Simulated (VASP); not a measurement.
**GaP: single point with PBEsol**

The system is GaP.

```xyz
2
Lattice="0.0000 2.5072 2.8343 2.5072 0.0000 2.8343 2.5072 2.5072 0.0000" Properties=species:S:1:pos:R:3 pbc="T T T"
Ga    0.0000    0.0000    0.0000
P     3.7608    3.7608    4.2514
```

This cell differs from its parent crystal: strain -0.080 along x and y, +0.040 along z.

```json
{"Program": "VASP 6.6.1", "Task": "single point", "Functional": "PBEsol", "Potentials or basis": "VASP PAW PBE potentials, release 64 (Ga_d, P)", "Cutoff": "520 eV", "k mesh": "8 × 8 × 8", "Occupations": "gaussian, width 0.05 eV", "Spin": "no spin polarisation", "Dipole correction": "no", "Further INCAR settings": "ALGO = Normal; EDIFF = 1e-07; NBANDS = 16"}
```

The pressure is 12.8 GPa and the band gap on the k mesh is 0.64 eV (least direct gap 2.18 eV).

Stress tensor (GPa, compression positive):
```
16.62  0.00  0.00
 0.00 16.62  0.00
 0.00  0.00  5.03
```

Levels at points of the mesh, in eV from the valence-band top:
| k point | band 6 | band 7 | band 8 | band 9 | band 10 | band 11 | band 12 | band 13 |
| --- | --- | --- | --- | --- | --- | --- | --- | --- |
| (0.00, 0.00, 0.00) | -13.83 | -0.93 | 0.00 | 0.00 | 2.37 | 3.50 | 3.50 | 3.72 |
| (0.50, 0.00, 0.00) | -11.28 | -7.77 | -2.24 | -0.98 | 1.20 | 4.30 | 4.89 | 8.14 |
| (0.50, 0.50, 0.00) | -10.69 | -8.35 | -2.79 | -2.79 | 1.66 | 2.09 | 11.08 | 11.26 |
| (0.50, 0.00, 0.50) | -9.97 | -7.41 | -3.80 | -3.69 | 0.64 | 0.87 | 9.99 | 10.25 |

Wall time 50 s on 1 thread of AMD EPYC 7R43 64-Core Processor (Zen 3) (shared host), peak memory 0.14 GiB.

Caveat: the cell differs from its parent crystal (strain -0.080 along x and y, +0.040 along z); the stress differs along the axes, from 5 to 17 GPa; semilocal functionals underestimate gaps, and a narrow one can read as zero; the PAW data sets were made with another functional, which shifts forces and pressure a little. A k mesh can miss the band edges.
